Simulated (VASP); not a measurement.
# HfC (zincblende type) (F-43m) in VASP: a series of runs

Runs on HfC (zincblende type). Level: PBE. Tasks: single point.

Everything below comes from runs of VASP 6.6.1. Logs are shortened: lines on timing, memory, paths and dates and some standing lists are left out, and cuts for length are marked.

## (1) The cell of the first run

The structure is cubic, space group F-43m (No. 216). The conventional cell has a = 4.942 Å, b = 4.942 Å, c = 4.942 Å, α = 90.00°, β = 90.00°, γ = 90.00°. Within 2.8 Å of Hf (site symmetry -43m) lie 4 C at 2.14 Å. Within 2.8 Å of C (site symmetry -43m) lie 4 Hf at 2.14 Å.

## (2) Single point, PBE (volume scaled by 0.9405)

The input, INCAR:

```
PREC = Accurate
ENCUT = 520
EDIFF = 1E-6
ISMEAR = -1
SIGMA = 0.08
LREAL = False
LASPH = True
NELM = 100
ALGO = Normal
ISIF = 2
LWAVE = False
LCHARG = False
GGA = PE
NBANDS = 14
```

The input, KPOINTS:

```
regular mesh
0
Gamma
  11 11 11
```

The input, POSCAR:

```
HfC
1.0
    0.0000000000      2.4709741679      2.4709741679
    2.4709741679      0.0000000000      2.4709741679
    2.4709741679      2.4709741679      0.0000000000
Hf C
1 1
Direct
    0.0000000000      0.0000000000      0.0000000000
    0.2500000000      0.2500000000      0.2500000000
```

Potentials or basis: VASP PAW PBE potentials, release 64 (Hf_pv, C).

Started as:

```
$ cat potpaw_PBE.64/Hf_pv/POTCAR potpaw_PBE.64/C/POTCAR > POTCAR
$ mpirun -np 1 vasp_std > vasp.out
```

OUTCAR:

```text
PREC = Accurate
   ENCUT = 520
   EDIFF = 1E-6
   ISMEAR = -1
   LREAL = False
   LASPH = True
   NELM = 100
   ISIF = 2
   GGA = PE

 ion  position               nearest neighbor table
   1  0.000  0.000  0.000-   2 2.14   2 2.14   2 2.14   2 2.14
   2  0.250  0.250  0.250-   1 2.14   1 2.14   1 2.14   1 2.14

  LATTYP: Found a face centered cubic cell.
 ALAT       =     4.9419483358

  Lattice vectors:

 A1 = (   0.0000000000,   2.4709741679,   2.4709741679)
 A2 = (   2.4709741679,   0.0000000000,   2.4709741679)
 A3 = (   2.4709741679,   2.4709741679,   0.0000000000)

Analysis of symmetry for initial positions (statically):
=====================================================================
 Subroutine PRICEL returns:
 Original cell was already a primitive cell.

 Routine SETGRP: Setting up the symmetry group for a
 face centered cubic supercell.

 Subroutine GETGRP returns: Found 24 space group operations
 (whereof 24 operations were pure point group operations)
 out of a pool of 48 trial point group operations.

The static configuration has the point symmetry T_d .

Analysis of symmetry for dynamics (positions and initial velocities):
=====================================================================
 Subroutine PRICEL returns:
 Original cell was already a primitive cell.

 Routine SETGRP: Setting up the symmetry group for a
 face centered cubic supercell.

 Subroutine GETGRP returns: Found 24 space group operations
 (whereof 24 operations were pure point group operations)
 out of a pool of 48 trial point group operations.

The dynamic configuration has the point symmetry T_d .

 Subroutine INISYM returns: Found 24 space group operations
 (whereof 24 operations are pure point group operations),
 and found     1 'primitive' translations

----------------------------------------------------------------------------------------

                                     Primitive cell

  volume of cell :      30.1741

  direct lattice vectors                    reciprocal lattice vectors
     0.000000000  2.470974168  2.470974168    -0.202349343  0.202349343  0.202349343
     2.470974168  0.000000000  2.470974168     0.202349343 -0.202349343  0.202349343
     2.470974168  2.470974168  0.000000000     0.202349343  0.202349343 -0.202349343

  length of vectors
     3.494485181  3.494485181  3.494485181     0.350479343  0.350479343  0.350479343

  position of ions in fractional coordinates (direct lattice)
     0.000000000  0.000000000  0.000000000
     0.250000000  0.250000000  0.250000000

  ion indices of the primitive-cell ions
   primitive index   ion index
                 1           1
                 2           2

----------------------------------------------------------------------------------------

 KPOINTS: regular mesh

Automatic generation of k-mesh.
 Grid dimensions read from file:
 generate k-points for:   11   11   11

 Generating k-lattice:

  Cartesian coordinates                     Fractional coordinates (reciprocal lattice)
    -0.018395395  0.018395395  0.018395395     0.090909091  0.000000000  0.000000000
     0.018395395 -0.018395395  0.018395395     0.000000000  0.090909091  0.000000000
     0.018395395  0.018395395 -0.018395395     0.000000000  0.000000000  0.090909091

  Length of vectors
     0.031861758  0.031861758  0.031861758

  Shift w.r.t. Gamma in fractional coordinates (k-lattice)
     0.000000000  0.000000000  0.000000000

 Subroutine IBZKPT returns following result:
 ===========================================

 Found     56 irreducible k-points:

 Following reciprocal coordinates:
            Coordinates               Weight
  0.000000  0.000000  0.000000      1.000000
  0.090909  0.000000  0.000000      8.000000
  0.181818  0.000000  0.000000      8.000000
  0.272727  0.000000  0.000000      8.000000
  0.363636  0.000000  0.000000      8.000000
  0.454545  0.000000  0.000000      8.000000
[... 16 lines left out ...]
 -0.272727  0.181818  0.000000     24.000000
 -0.181818  0.181818  0.000000     12.000000
 [... further k-points ...]
   k-points           NKPTS =     56   k-points in BZ     NKDIM =     56   number of bands    NBANDS=     14
   number of dos      NEDOS =    301   number of ions     NIONS =      2
   total plane-waves  NPLWV =  21952
   dimension x,y,z NGX =    28 NGY =   28 NGZ =   28
   dimension x,y,z NGXF=    56 NGYF=   56 NGZF=   56
   ions per type =               1   1
   NGX,Y,Z   is equivalent  to a cutoff of  13.32, 13.32, 13.32 a.u.
   NGXF,Y,Z  is equivalent  to a cutoff of  26.64, 26.64, 26.64 a.u.
 SYSTEM =  unknown system
   PREC   = accura    normal or accurate (medium, high low for compatibility)
   ISTART =      0    job   : 0-new  1-cont  2-samecut
   ICHARG =      2    charge: 1-file 2-atom 10-const
   ISPIN  =      1    spin polarized calculation?
   LNONCOLLINEAR =      F non collinear calculations
   LSORBIT =      F    spin-orbit coupling
   LASPH  =      T    aspherical Exc in radial PAW
   ENCUT  =  520.0 eV  38.22 Ry    6.18 a.u.   6.50  6.50  6.50*2*pi/ulx,y,z
   NELM   =    100;   NELMIN=  2; NELMDL= -5     # of ELM steps
   EDIFF  = 0.1E-05   stopping-criterion for ELM
   LREAL  =      F    real-space projection
   EDIFFG = 0.1E-04   stopping-criterion for IOM
   NSW    =      0    number of steps for IOM
   IBRION =     -1    ionic relax: 0-MD 1-quasi-New 2-CG
   NFREE  =      0    steps in history (QN), initial steepest desc. (CG)
   ISIF   =      2    stress and relaxation
   ISYM   =      2    0-nonsym 1-usesym 2-fastsym
   POTIM  = 0.5000    time-step for ionic-motion
   TEBEG  =    0.0;   TEEND  =   0.0 temperature during run
   PSTRESS=    0.0 pullay stress
   NELECT =      14.0000    total number of electrons
   NUPDOWN=      -1.0000    fix difference up-down
   EMIN   =  10.00;   EMAX   =-10.00  energy-range for DOS
   EFERMI =   0.00;   METHOD = LEGACY
   ISMEAR =    -1;   SIGMA  =   0.08  broadening in eV -4-tet -1-fermi 0-gaus
   EFERMI_NEDOS =   21; number of points for ismear=-14 and -15
   IALGO  =     38    algorithm
   IMIX   =      4    mixing-type and parameters
     AMIX     =   0.40;   BMIX     =  1.00
     AMIX_MAG =   1.60;   BMIX_MAG =  1.00
  volume/ion in A,a.u.               =      15.09       101.81
  Fermi-wavevector in a.u.,A,eV,Ry     =   1.267377  2.394996 21.854298  1.606246
  Thomas-Fermi vector in A             =   2.400529
   LORBIT       =      0    0 simple, 1 ext, 2 COOP (PROOUT), +10 PAW based schemes
   GGA     = PE    functional components
   LHFCALC =     F    Hartree Fock is set to
   AEXX    =    0.0000 exact exchange contribution
   IVDW    =     0    specifies the selected vdW correction
   LEPSILON=     F    determine dielectric tensor
   LRPA    =     F    only Hartree local field effects (RPA)
 non-spin polarized calculation
  energy-cutoff  :      520.00
  volume of cell :       30.17
 maximum number of plane-waves:       869
 NGX is ok and might be reduce to    28
   NGX = 13   NGY = 13   NGZ = 13

 number of electron      13.9999999 magnetization

 Free energy of the ion-electron system (eV)
  ---------------------------------------------------
  ext. energy  EPLUGINS =         0.00000000
  ---------------------------------------------------
  free energy    TOTEN  =       -19.69984348 eV

  energy without entropy =      -19.69489175  energy(sigma->0) =      -19.69736761

 E-fermi :   4.2488     XC(G=0): -11.0868

 val. band max:        4.0152499277   @ k =  -0.2727   0.4545   0.1818
 cond. band min:       4.4490948237   @ k =  -0.3636   0.4545   0.0909
 fundamental gap:      0.4338448960
 Fermi energy:         4.2488410250

 k-point     1 :       0.0000    0.0000    0.0000
  band No.  band energies     occupation
      1     -25.3399      2.00000
      2     -25.3399      2.00000
      3     -25.3399      2.00000
      4      -6.8126      2.00000
      5       1.6285      2.00000
      6       1.6285      2.00000
      7       1.6285      2.00000
      8       7.5731      0.00000
      9       7.8448      0.00000
     10       7.8448      0.00000
     11      13.6003      0.00000
     12      13.6003      0.00000
     13      13.6003      0.00000
     14      18.1041      0.00000

 k-point     2 :       0.0909    0.0000    0.0000
  band No.  band energies     occupation
      1     -25.3735      2.00000
      2     -25.3446      2.00000
      3     -25.3446      2.00000
      4      -6.6672      2.00000
      5       1.4353      2.00000
      6       1.7023      2.00000
      7       1.7023      2.00000
      8       7.7164      0.00000
      9       7.7164      0.00000
     10       7.9878      0.00000
     11      13.3504      0.00000
     12      13.8399      0.00000
     13      13.8399      0.00000
     14      17.8310      0.00000

 k-point     3 :       0.1818    0.0000    0.0000
  band No.  band energies     occupation
      1     -25.4621      2.00000
      2     -25.3571      2.00000
      3     -25.3571      2.00000
      4      -6.2752      2.00000
      5       1.0589      2.00000
      6       1.8864      2.00000
      7       1.8864      2.00000
      8       7.5135      0.00000
      9       7.5135      0.00000
     10       8.8918      0.00000
     11      12.9388      0.00000
     12      14.1526      0.00000
     13      14.1526      0.00000
     14      15.6387      0.00000

 k-point     4 :       0.2727    0.0000    0.0000
  band No.  band energies     occupation
      1     -25.5757      2.00000
      2     -25.3735      2.00000
      3     -25.3735      2.00000
      4      -5.7647      2.00000
      5       0.8132      2.00000
      6       2.0858      2.00000
      7       2.0858      2.00000
      8       7.5438      0.00000
      9       7.5438      0.00000
     10       9.4160      0.00000
     11      12.6953      0.00000
     12      13.7795      0.00000
     13      13.7795      0.00000
     14      14.0526      0.00000

 k-point     5 :       0.3636    0.0000    0.0000
  band No.  band energies     occupation
      1     -25.6775      2.00000
      2     -25.3884      2.00000
      3     -25.3884      2.00000
      4      -5.3141      2.00000
      5       0.8437      2.00000
      6       2.2133      2.00000
      7       2.2133      2.00000
      8       7.9548      0.00000
      9       7.9548      0.00000
     10       8.9952      0.00000
     11      11.6158      0.00000
[... 276 lines left out ...]
 k-point    22 :      -0.3636    0.1818    0.0000
  band No.  band energies     occupation
      1     -25.6892      2.00000
      2     -25.4842      2.00000
      3     -25.4079      2.00000
      4      -4.8413      2.00000
      5       1.1939      2.00000
      6       1.8227      2.00000
      7       2.6248      2.00000
      8       7.0840      0.00000
      9       7.5443      0.00000
     10       9.0219      0.00000
     11      12.0723      0.00000
     12      12.8529      0.00000
     13      12.8809      0.00000
     14      16.2211      0.00000

 k-point    23 :      -0.2727    0.1818    0.0000
  band No.  band energies     occupation
      1     -25.6349      2.00000
      2     -25.4706      2.00000
      3     -25.3889      2.00000
      4      -5.1376      2.00000
      5       0.8900      2.00000
      6       1.9460      2.00000
      7       2.4620      2.00000
      8       6.9461      0.00000
      9       8.3140      0.00000
     10       8.6622      0.00000
     11      12.5953      0.00000
     12      12.9992      0.00000
     13      13.8604      0.00000
     14      15.0103      0.00000

 k-point    24 :      -0.1818    0.1818    0.0000
  band No.  band energies     occupation
      1     -25.5672      2.00000
      2     -25.4346      2.00000
      3     -25.3705      2.00000
      4      -5.5744      2.00000
      5       0.7562      2.00000
      6       2.0549      2.00000
      7       2.2258      2.00000
      8       6.7920      0.00000
      9       8.1451      0.00000
     10       9.4627      0.00000
     11      12.4817      0.00000
     12      13.3490      0.00000
     13      14.4520      0.00000
     14      15.0106      0.00000

 [... further k-points ...]
[... 5 lines left out ...]
  --------------------------------------------------------------------------------------
  -------------------------------------------------------------------------------------
  Total        1.9686308      1.9686308      1.9686308      0.0000000      0.0000000      0.0000000
  in kB      104.5298306    104.5298306    104.5298306      0.0000000      0.0000000      0.0000000
  external PRESSURE =     104.5298306 kB  Pullay stress =       0.0000000 kB

 VOLUME and BASIS-vectors are now :
 -----------------------------------------------------------------------------
  energy-cutoff  :      520.00
  volume of cell :       30.17
      direct lattice vectors                 reciprocal lattice vectors
     0.000000000  2.470974168  2.470974168    -0.202349343  0.202349343  0.202349343
     2.470974168  0.000000000  2.470974168     0.202349343 -0.202349343  0.202349343
     2.470974168  2.470974168  0.000000000     0.202349343  0.202349343 -0.202349343

 POSITION                                       TOTAL-FORCE (eV/Angst)
 -----------------------------------------------------------------------------------
      0.00000      0.00000      0.00000         0.000000     -0.000000      0.000000
      1.23549      1.23549      1.23549        -0.000000      0.000000     -0.000000
 -----------------------------------------------------------------------------------
    total drift:                               -0.000000     -0.000000     -0.000000

  FREE ENERGIE OF THE ION-ELECTRON SYSTEM (eV)
  ---------------------------------------------------
  free  energy   TOTEN  =       -19.6998434753 eV

  energy  without entropy=      -19.6948917529  energy(sigma->0) =      -19.69736761
```

Run time: 12 s. Hardware: 1 thread of AMD EPYC 9R45 (Zen 5), shared host; peak memory 0.14 GiB.

What came out:

- Free energy: -19.6998 eV
- Pressure: 10.5 GPa
- Band gap on the k mesh: 0.43 eV, indirect (the least direct gap lies 0.5 meV higher)

Caveat: the cell differs from its parent crystal (volume scaled by 0.9405); spin-orbit coupling is left out, which moves the levels of the heavy elements. A k mesh can miss the band edges.

## (3) Single point, PBE (volume scaled by 0.97)

The input, INCAR:

```
ALGO = Normal
EDIFF = 1E-7
ENCUT = 520
GGA = PE
ISIF = 2
ISMEAR = -1
LASPH = True
LCHARG = False
LREAL = False
LWAVE = False
NBANDS = 14
NELM = 80
PREC = Accurate
SIGMA = 0.08
```

The input, KPOINTS:

```
k-points
0
Gamma
  11 11 11
```

The input, POSCAR:

```
HfC
1.0
    0.0000000000      2.4965437627      2.4965437627
    2.4965437627      0.0000000000      2.4965437627
    2.4965437627      2.4965437627      0.0000000000
Hf C
1 1
Direct
    0.0000000000      0.0000000000      0.0000000000
    0.2500000000      0.2500000000      0.2500000000
```

Potentials or basis: VASP PAW PBE potentials, release 64 (Hf_pv, C).

Started as:

```
$ cat potpaw_PBE.64/Hf_pv/POTCAR potpaw_PBE.64/C/POTCAR > POTCAR
$ mpirun -np 1 vasp_std > vasp.out
```

Run time: 15 s. Hardware: 1 thread of AMD EPYC 9R45 (Zen 5), shared host; peak memory 0.14 GiB.

The run converged. Its results:

```yaml
Free_energy: -19.7445 eV
Pressure: 4.7 GPa
Band_gap_on_the_k_mesh: 0.47 eV, indirect (least direct gap 0.48 eV)
```

Levels at points of the mesh, in eV from the valence-band top:
```tsv
k point	band 3	band 4	band 5	band 6	band 7	band 8	band 9	band 10	band 11	band 12
(0.00, 0.00, 0.00)	-29.45	-10.67	-2.27	-2.27	-2.27	3.45	3.77	3.77	9.40	9.40
```

Caveat: the cell differs from its parent crystal (volume scaled by 0.97); spin-orbit coupling is left out, which moves the levels of the heavy elements.

## (4) Single point, PBE

This run uses another cell than the first one, of 16.04 Å³/atom, 1.063 times its volume.

The input, INCAR:

```
PREC = Accurate ; ENCUT = 520
EDIFF = 1E-6 ; ISMEAR = -1
SIGMA = 0.08 ; LREAL = False
LASPH = True ; NELM = 80
ALGO = Normal ; ISIF = 2
LWAVE = False ; LCHARG = True
GGA = PE ; LELF = True
LVHAR = True ; NBANDS = 14
```

The input, KPOINTS:

```
regular mesh
0
Gamma
  11 11 11
```

The input, POSCAR:

```
HfC
1.0
    0.0000000000      2.5220204587      2.5220204587
    2.5220204587      0.0000000000      2.5220204587
    2.5220204587      2.5220204587      0.0000000000
Hf C
1 1
Direct
    0.0000000000      0.0000000000      0.0000000000
    0.2500000000      0.2500000000      0.2500000000
```

Started as:

```
$ cat potpaw_PBE.64/Hf_pv/POTCAR potpaw_PBE.64/C/POTCAR > POTCAR
$ mpirun -np 1 vasp_std > vasp.out
```

Run time: 14 s. Hardware: 1 thread of AMD EPYC 9R45 (Zen 5), shared host; peak memory 0.14 GiB.

Results (log left out):

```yaml
Free_energy: -19.7574 eV
Pressure: -0.4 GPa
Band_gap_on_the_k_mesh: 0.51 eV, indirect (least direct gap 0.53 eV)
```

Levels at points of the mesh, in eV from the valence-band top:
```tsv
k point	band 5	band 6	band 7	band 8	band 9	band 10
(0.00, 0.00, 0.00)	-2.15	-2.15	-2.15	3.34	3.70	3.70
```

Caveat: spin-orbit coupling is left out, which moves the levels of the heavy elements.

(Continued in part 2 of 2.)
